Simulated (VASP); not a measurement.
# AlN (Fm-3m) in VASP: further runs

The runs below take AlN through single point, relaxation of cell and atoms, with LDA.

All numbers are computed with VASP 6.6.1; they aren't measurements. Logs are shortened: lines on timing, memory, paths and dates and some standing lists are left out, and cuts for length are marked.

## (1) The cell of the first run

It takes space group Fm-3m (No. 225, cubic). The conventional cell has a = 4.010 Å, b = 4.010 Å, c = 4.010 Å, α = 90.00°, β = 90.00°, γ = 90.00°. Al (site symmetry m-3m) has 6 N at 2.01 Å within 2.7 Å. Within 2.7 Å of N (site symmetry m-3m) lie 6 Al at 2.01 Å.

## (2) Single point, LDA

INCAR reads:

```
SYSTEM = AlN
PREC = Accurate ; ENCUT = 600
EDIFF = 1E-6 ; ISMEAR = 0
SIGMA = 0.1 ; LREAL = .FALSE.
LASPH = .TRUE. ; NELM = 120
ALGO = Normal ; ISIF = 2
LWAVE = .FALSE. ; LCHARG = .FALSE.
NBANDS = 11 ; GGA_COMPAT = .FALSE.
```

KPOINTS reads:

```
Automatic mesh
0
G
  8 8 8
  0 0 0
```

POSCAR reads:

```
AlN
1.0
    0.0000000000      2.0052123018      2.0052123018
    2.0052123018      0.0000000000      2.0052123018
    2.0052123018      2.0052123018      0.0000000000
Al N
1 1
Direct
    0.5000000000      0.5000000000      0.5000000000
    0.0000000000      0.0000000000      0.0000000000
```

Potentials or basis: VASP PAW LDA potentials, release 64 (Al, N).

On the command line:

```sh
> cat potpaw_LDA.64/Al/POTCAR potpaw_LDA.64/N/POTCAR > POTCAR
> mpirun -np 1 vasp_std > vasp.out
```

OUTCAR:

```text
SYSTEM = AlN
   PREC = Accurate
   ENCUT = 600
   EDIFF = 1E-6
   ISMEAR = 0
   LREAL = .FALSE.
   LASPH = .TRUE.
   NELM = 120
   ISIF = 2

 ion  position               nearest neighbor table
   1  0.500  0.500  0.500-   2 2.01   2 2.01   2 2.01   2 2.01   2 2.01   2 2.01
   2  0.000  0.000  0.000-   1 2.01   1 2.01   1 2.01   1 2.01   1 2.01   1 2.01

  LATTYP: Found a face centered cubic cell.
 ALAT       =     4.0104246036

  Lattice vectors:

 A1 = (   0.0000000000,   2.0052123018,   2.0052123018)
 A2 = (   2.0052123018,   0.0000000000,   2.0052123018)
 A3 = (   2.0052123018,   2.0052123018,   0.0000000000)

Analysis of symmetry for initial positions (statically):
=====================================================================
 Subroutine PRICEL returns:
 Original cell was already a primitive cell.

 Routine SETGRP: Setting up the symmetry group for a
 face centered cubic supercell.

 Subroutine GETGRP returns: Found 48 space group operations
 (whereof 48 operations were pure point group operations)
 out of a pool of 48 trial point group operations.

The static configuration has the point symmetry O_h .

Analysis of symmetry for dynamics (positions and initial velocities):
=====================================================================
 Subroutine PRICEL returns:
 Original cell was already a primitive cell.

 Routine SETGRP: Setting up the symmetry group for a
 face centered cubic supercell.

 Subroutine GETGRP returns: Found 48 space group operations
 (whereof 48 operations were pure point group operations)
 out of a pool of 48 trial point group operations.

The dynamic configuration has the point symmetry O_h .

 Subroutine INISYM returns: Found 48 space group operations
 (whereof 48 operations are pure point group operations),
 and found     1 'primitive' translations

----------------------------------------------------------------------------------------

                                     Primitive cell

  volume of cell :      16.1254

  direct lattice vectors                    reciprocal lattice vectors
     0.000000000  2.005212302  2.005212302    -0.249350156  0.249350156  0.249350156
     2.005212302  0.000000000  2.005212302     0.249350156 -0.249350156  0.249350156
     2.005212302  2.005212302  0.000000000     0.249350156  0.249350156 -0.249350156

  length of vectors
     2.835798433  2.835798433  2.835798433     0.431887139  0.431887139  0.431887139

  position of ions in fractional coordinates (direct lattice)
     0.500000000  0.500000000  0.500000000
     0.000000000  0.000000000  0.000000000

  ion indices of the primitive-cell ions
   primitive index   ion index
                 1           1
                 2           2

----------------------------------------------------------------------------------------

 KPOINTS: Automatic mesh

Automatic generation of k-mesh.
 Grid dimensions read from file:
 generate k-points for:    8    8    8

 Generating k-lattice:

  Cartesian coordinates                     Fractional coordinates (reciprocal lattice)
    -0.031168769  0.031168769  0.031168769     0.125000000  0.000000000  0.000000000
     0.031168769 -0.031168769  0.031168769     0.000000000  0.125000000  0.000000000
     0.031168769  0.031168769 -0.031168769     0.000000000  0.000000000  0.125000000

  Length of vectors
     0.053985892  0.053985892  0.053985892

  Shift w.r.t. Gamma in fractional coordinates (k-lattice)
     0.000000000  0.000000000  0.000000000

 Subroutine IBZKPT returns following result:
 ===========================================

 Found     29 irreducible k-points:

 Following reciprocal coordinates:
            Coordinates               Weight
  0.000000  0.000000  0.000000      1.000000
  0.125000  0.000000  0.000000      8.000000
  0.250000  0.000000  0.000000      8.000000
  0.375000  0.000000  0.000000      8.000000
  0.500000  0.000000  0.000000      4.000000
  0.125000  0.125000  0.000000      6.000000
[... 16 lines left out ...]
  0.500000  0.250000  0.125000     48.000000
 -0.375000  0.250000  0.125000     24.000000
 [... further k-points ...]
   k-points           NKPTS =     29   k-points in BZ     NKDIM =     29   number of bands    NBANDS=     11
   number of dos      NEDOS =    301   number of ions     NIONS =      2
   total plane-waves  NPLWV =  13824
   dimension x,y,z NGX =    24 NGY =   24 NGZ =   24
   dimension x,y,z NGXF=    48 NGYF=   48 NGZF=   48
   ions per type =               1   1
   NGX,Y,Z   is equivalent  to a cutoff of  14.07, 14.07, 14.07 a.u.
   NGXF,Y,Z  is equivalent  to a cutoff of  28.14, 28.14, 28.14 a.u.
 SYSTEM =  AlN
   PREC   = accura    normal or accurate (medium, high low for compatibility)
   ISTART =      0    job   : 0-new  1-cont  2-samecut
   ICHARG =      2    charge: 1-file 2-atom 10-const
   ISPIN  =      1    spin polarized calculation?
   LNONCOLLINEAR =      F non collinear calculations
   LSORBIT =      F    spin-orbit coupling
   LASPH  =      T    aspherical Exc in radial PAW
   ENCUT  =  600.0 eV  44.10 Ry    6.64 a.u.   5.66  5.66  5.66*2*pi/ulx,y,z
   NELM   =    120;   NELMIN=  2; NELMDL= -5     # of ELM steps
   EDIFF  = 0.1E-05   stopping-criterion for ELM
   LREAL  =      F    real-space projection
   EDIFFG = 0.1E-04   stopping-criterion for IOM
   NSW    =      0    number of steps for IOM
   IBRION =     -1    ionic relax: 0-MD 1-quasi-New 2-CG
   NFREE  =      0    steps in history (QN), initial steepest desc. (CG)
   ISIF   =      2    stress and relaxation
   ISYM   =      2    0-nonsym 1-usesym 2-fastsym
   POTIM  = 0.5000    time-step for ionic-motion
   TEBEG  =    0.0;   TEEND  =   0.0 temperature during run
   PSTRESS=    0.0 pullay stress
   NELECT =       8.0000    total number of electrons
   NUPDOWN=      -1.0000    fix difference up-down
   EMIN   =  10.00;   EMAX   =-10.00  energy-range for DOS
   EFERMI =   0.00;   METHOD = LEGACY
   ISMEAR =     0;   SIGMA  =   0.10  broadening in eV -4-tet -1-fermi 0-gaus
   EFERMI_NEDOS =   21; number of points for ismear=-14 and -15
   IALGO  =     38    algorithm
   IMIX   =      4    mixing-type and parameters
     AMIX     =   0.40;   BMIX     =  1.00
     AMIX_MAG =   1.60;   BMIX_MAG =  1.00
  volume/ion in A,a.u.               =       8.06        54.41
  Fermi-wavevector in a.u.,A,eV,Ry     =   1.295988  2.449063 22.852156  1.679586
  Thomas-Fermi vector in A             =   2.427473
   LORBIT       =      0    0 simple, 1 ext, 2 COOP (PROOUT), +10 PAW based schemes
   GGA     = CA    functional components
   LHFCALC =     F    Hartree Fock is set to
   AEXX    =    0.0000 exact exchange contribution
   IVDW    =     0    specifies the selected vdW correction
   LEPSILON=     F    determine dielectric tensor
   LRPA    =     F    only Hartree local field effects (RPA)
 non-spin polarized calculation
 Gauss-broadening in eV      SIGMA  =   0.10
  energy-cutoff  :      600.00
  volume of cell :       16.13
 maximum number of plane-waves:       553
   NGX = 11   NGY = 11   NGZ = 11

 number of electron       8.0000000 magnetization

 Free energy of the ion-electron system (eV)
  ---------------------------------------------------
  ext. energy  EPLUGINS =         0.00000000
  ---------------------------------------------------
  free energy    TOTEN  =       -16.23090240 eV

  energy without entropy =      -16.23090240  energy(sigma->0) =      -16.23090240

 E-fermi :  10.5738     XC(G=0): -12.6888

 val. band max:       10.0328841884   @ k =   0.0000   0.0000   0.0000
 cond. band min:      14.7301846865   @ k =   0.5000   0.5000   0.0000
 fundamental gap:      4.6973004981
 Fermi energy:        10.5738422190

 k-point     1 :       0.0000    0.0000    0.0000
  band No.  band energies     occupation
      1      -7.6011      2.00000
      2      10.0329      2.00000
      3      10.0329      2.00000
      4      10.0329      2.00000
      5      16.1628      0.00000
      6      22.1308      0.00000
      7      22.1308      0.00000
      8      22.1308      0.00000
      9      27.4217      0.00000
     10      27.8434      0.00000
     11      27.8434      0.00000

 k-point     2 :       0.1250    0.0000    0.0000
  band No.  band energies     occupation
      1      -7.2707      2.00000
      2       8.5450      2.00000
      3       9.8381      2.00000
      4       9.8381      2.00000
      5      16.9592      0.00000
      6      21.0003      0.00000
      7      22.5678      0.00000
      8      22.5678      0.00000
      9      25.9302      0.00000
     10      25.9302      0.00000
     11      28.2882      0.00000

 k-point     3 :       0.2500    0.0000    0.0000
  band No.  band energies     occupation
      1      -6.3268      2.00000
      2       5.6558      2.00000
      3       9.4161      2.00000
      4       9.4161      2.00000
      5      17.1327      0.00000
      6      21.2792      0.00000
      7      22.3488      0.00000
      8      22.3488      0.00000
      9      26.2326      0.00000
     10      26.2326      0.00000
     11      27.2828      0.00000

 k-point     4 :       0.3750    0.0000    0.0000
  band No.  band energies     occupation
      1      -4.9943      2.00000
      2       2.8772      2.00000
      3       9.0464      2.00000
      4       9.0464      2.00000
      5      16.5503      0.00000
      6      21.4058      0.00000
      7      21.4058      0.00000
      8      22.8269      0.00000
      9      26.4195      0.00000
     10      28.8461      0.00000
     11      28.8461      0.00000
[... 239 lines left out ...]
 k-point    22 :       0.3750    0.2500    0.1250
  band No.  band energies     occupation
      1      -5.5445      2.00000
      2       5.2912      2.00000
      3       7.3884      2.00000
      4       8.8085      2.00000
      5      18.7992      0.00000
      6      18.9123      0.00000
      7      20.3685      0.00000
      8      23.9721      0.00000
      9      25.2504      0.00000
     10      29.6756      0.00000
     11      31.6160      0.00000

 k-point    23 :       0.5000    0.2500    0.1250
  band No.  band energies     occupation
      1      -4.3414      2.00000
      2       3.4650      2.00000
      3       6.4556      2.00000
      4       8.2558      2.00000
      5      18.4545      0.00000
      6      19.2448      0.00000
      7      20.9643      0.00000
      8      23.3733      0.00000
      9      27.0521      0.00000
     10      30.2317      0.00000
     11      32.0621      0.00000

 k-point    24 :      -0.3750    0.2500    0.1250
  band No.  band energies     occupation
      1      -3.6339      2.00000
      2       2.4249      2.00000
      3       6.2365      2.00000
      4       7.9818      2.00000
      5      18.5731      0.00000
      6      18.6260      0.00000
      7      22.4548      0.00000
      8      22.8702      0.00000
      9      28.2736      0.00000
     10      29.1540      0.00000
     11      32.5496      0.00000

 [... further k-points ...]

------------------------ aborting loop because EDIFF is reached ----------------------------------------

  FORCE on cell =-STRESS in cart. coord.  units (eV):
  Direction    XX          YY          ZZ          XY          YZ          ZX
  --------------------------------------------------------------------------------------
  -------------------------------------------------------------------------------------
  Total        0.0634947      0.0634947      0.0634947     -0.0000000      0.0000000     -0.0000000
  in kB        6.3086531      6.3086531      6.3086531     -0.0000000      0.0000000     -0.0000000
  external PRESSURE =       6.3086531 kB  Pullay stress =       0.0000000 kB

 VOLUME and BASIS-vectors are now :
 -----------------------------------------------------------------------------
  energy-cutoff  :      600.00
  volume of cell :       16.13
      direct lattice vectors                 reciprocal lattice vectors
     0.000000000  2.005212302  2.005212302    -0.249350156  0.249350156  0.249350156
     2.005212302  0.000000000  2.005212302     0.249350156 -0.249350156  0.249350156
     2.005212302  2.005212302  0.000000000     0.249350156  0.249350156 -0.249350156

 POSITION                                       TOTAL-FORCE (eV/Angst)
 -----------------------------------------------------------------------------------
      2.00521      2.00521      2.00521         0.000000      0.000000     -0.000000
      0.00000      0.00000      0.00000        -0.000000      0.000000      0.000000
 -----------------------------------------------------------------------------------
    total drift:                                0.000000     -0.000000     -0.000000

  FREE ENERGIE OF THE ION-ELECTRON SYSTEM (eV)
  ---------------------------------------------------
  free  energy   TOTEN  =       -16.2309024004 eV

  energy  without entropy=      -16.2309024004  energy(sigma->0) =      -16.23090240
```

It took 3.4 s on 1 thread of Intel Xeon Platinum 8488C (Sapphire Rapids), shared host; peak memory 0.12 GiB.

What came out:

```
Free energy            : -16.2309 eV
Pressure               : 0.6 GPa
Band gap on the k mesh : 4.70 eV, indirect (least direct gap 6.13 eV)
```

Levels at points of the mesh, in eV from the valence-band top:
| k point | band 1 | band 2 | band 3 | band 4 | band 5 | band 6 | band 7 | band 8 |
| --- | --- | --- | --- | --- | --- | --- | --- | --- |
| (0.00, 0.00, 0.00) | -17.63 | 0.00 | 0.00 | 0.00 | 6.13 | 12.10 | 12.10 | 12.10 |
| (0.50, 0.00, 0.00) | -14.20 | -8.51 | -1.13 | -1.13 | 6.28 | 11.00 | 11.00 | 13.49 |
| (0.50, 0.50, 0.00) | -13.15 | -7.58 | -2.88 | -2.88 | 4.70 | 5.15 | 14.19 | 17.37 |

A k mesh can miss the band edges.

## (3) Relaxation of cell and atoms, LDA

This run uses another cell than the first one, of 8.42 Å³/atom, 1.044 times its volume.

INCAR reads:

```
SYSTEM = AlN
PREC = Accurate
ENCUT = 600
EDIFF = 1E-7
ISMEAR = 0
SIGMA = 0.1
LREAL = .FALSE.
LASPH = .TRUE.
NELM = 120
ALGO = Normal
ISIF = 3
LWAVE = .FALSE.
LCHARG = .FALSE.
GGA = CA
IBRION = 2
NSW = 100
EDIFFG = -0.05
GGA_COMPAT = .FALSE.
NELMIN = 4
```

KPOINTS is that of step 2.

POSCAR reads:

```
AlN
1.0
    0.0000000000      2.0345180000      2.0345180000
    2.0345180000      0.0000000000      2.0345180000
    2.0345180000      2.0345180000      0.0000000000
Al N
1 1
Direct
    0.5000000000      0.5000000000      0.5000000000
    0.0000000000      0.0000000000      0.0000000000
```

Potentials or basis: VASP PAW LDA potentials, release 64 (Al, N).

On the command line:

```sh
> cat potpaw_LDA.64/Al/POTCAR potpaw_LDA.64/N/POTCAR > POTCAR
> mpirun -np 1 vasp_std > vasp.out
```

Wall time 5.8 s (1 thread of Intel Xeon Platinum 8488C (Sapphire Rapids), shared host); peak memory 0.13 GiB.

Results (log left out):

```yaml
Free_energy: -16.2320 eV
Relaxed_volume: 8.08 Å³/atom
Relaxed_cell: a = 2.838 Å, b = 2.838 Å, c = 2.838 Å, α = 60.00°, β = 60.00°, γ = 60.00°
Space_group_after_relaxing_to_0.05_Å: Fm-3m (No. 225)
Energy_gained_by_relaxing: 11.6 meV/atom
Ionic_steps: 3
Pressure_after_relaxing: -0.1 GPa
Band_gap_on_the_k_mesh: 4.67 eV, indirect (least direct gap 6.09 eV)
```

The path:
```csv
step,energy change (eV),largest force (eV/Å),pressure (GPa),volume (Å³)
1,0.0000,0.0000,-10.55,16.84
2,-0.0003,0.0000,12.00,15.53
3,-0.0233,0.0000,-0.07,16.16
```

Final structure:
```
Al N
1.0
     0.00000    2.00685    2.00685
     2.00685    0.00000    2.00685
     2.00685    2.00685    0.00000
Al N
1 1
Direct
  0.50000 0.50000 0.50000
  0.00000 0.00000 0.00000
```

Levels at points of the mesh, in eV from the valence-band top:
```tsv
k point	band 2	band 3	band 4	band 5	band 6	band 7
(0.00, 0.00, 0.00)	0.00	0.00	0.00	6.09	12.09	12.09
(0.50, 0.00, 0.00)	-8.49	-1.12	-1.12	6.27	10.98	10.98
(0.50, 0.50, 0.00)	-7.56	-2.87	-2.87	4.67	5.16	14.16
```

A k mesh can miss the band edges.
